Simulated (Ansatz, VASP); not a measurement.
Co: VASP beside Ansatz

```
Co
1.0
     2.27093    0.00000    0.00000
     0.00000    2.27093    0.00000
     0.00000    0.00000    2.27093
Co
1
Direct
  0.00000 0.00000 0.00000
```

Alike in both runs: task relaxation of cell and atoms; functional PBE; k mesh 17 × 17 × 17; occupations fermi-dirac, width 0.05 eV; collinear spin.

|  | VASP | Ansatz |
| --- | --- | --- |
| version | VASP 6.6.1 | Ansatz 0.2.0 |
| potentials or method | VASP PAW PBE potentials, release 64 (Co) | PAW with Ansatz's default frozen-core files, scalar-relativistic |
| plane-wave cutoff (eV) | 600 | 420 |
| valence electrons in the cell | 9 | 17 |

VASP gave:

```
net moment per atom (μB)                                      : 1.87
size of the moment on the site where the two differ most (μB) : 1.87
relaxed volume (Å³/atom)                                      : 12.74
relaxed cell length with the largest relative difference (Å)  : 2.336
```

Problem. Which values does Ansatz return?

Solution. net moment per atom (μB): 1.88; size of the moment on the site where the two differ most (μB): 1.90; relaxed volume (Å³/atom): 12.82; relaxed cell length with the largest relative difference (Å): 2.340.

Site moments also hang on the region over which each program counts them. VASP's potentials hold 9 valence electrons a cell and Ansatz's 17, so a difference there can come from the potentials and not from the codes.
